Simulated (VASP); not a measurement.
Write the native input for VASP 6.6.1 that does the following.

```yaml
Task: single point
Functional: PBE
Potentials_or_basis: VASP PAW PBE potentials, release 64 (Hg, Te)
Cutoff: 520 eV
k_mesh: 9 × 9 × 9
Occupations: fermi-dirac, width 0.05 eV
Spin: no spin polarisation
Dipole_correction: no
Further_INCAR_settings: ALGO = Normal; EDIFF = 1e-07; NBANDS = 16
```

The structure of HgTe lies in POSCAR:

```
HgTe
1.0
    0.0000000000      3.2235000000      3.2235000000
    3.2235000000      0.0000000000      3.2235000000
    3.2235000000      3.2235000000      0.0000000000
Hg Te
1 1
Direct
    0.0044777416      0.0044777416      0.0044777416
    0.7500000000      0.7500000000      0.7500000000
```

This cell differs from its parent crystal: atom 1 (Hg) moved by [0.028868, 0.028868, 0.028868] A.

These files were run (other wordings do the same):

INCAR

```
  PREC = Accurate
  ENCUT = 520
  EDIFF = 1E-7
  ISMEAR = -1
  SIGMA = 0.05
  LREAL = F
  LASPH = T
  NELM = 60
  ALGO = Normal
  ISIF = 2
  LWAVE = F
  LCHARG = F
  GGA = PE
  NBANDS = 16
```

KPOINTS

```
Automatic mesh
0
Gamma
  9 9 9
```

Potentials or basis: VASP PAW PBE potentials, release 64 (Hg, Te).

Run with:

```sh
$ cat potpaw_PBE.64/Hg/POTCAR potpaw_PBE.64/Te/POTCAR > POTCAR
$ mpirun -np 1 vasp_std > vasp.out
```

It gave:

```json
{"Pressure": "4.2 GPa", "Largest force": "0.188 eV/Å"}
```

Caveat: the cell differs from its parent crystal (atom 1 (Hg) moved by [0.028868, 0.028868, 0.028868] A).

It took 100 s on 1 thread of Intel(R) Xeon(R) Platinum 8259CL CPU @ 2.50GHz (Skylake/Cascade Lake) (shared host), peak memory 0.26 GiB.
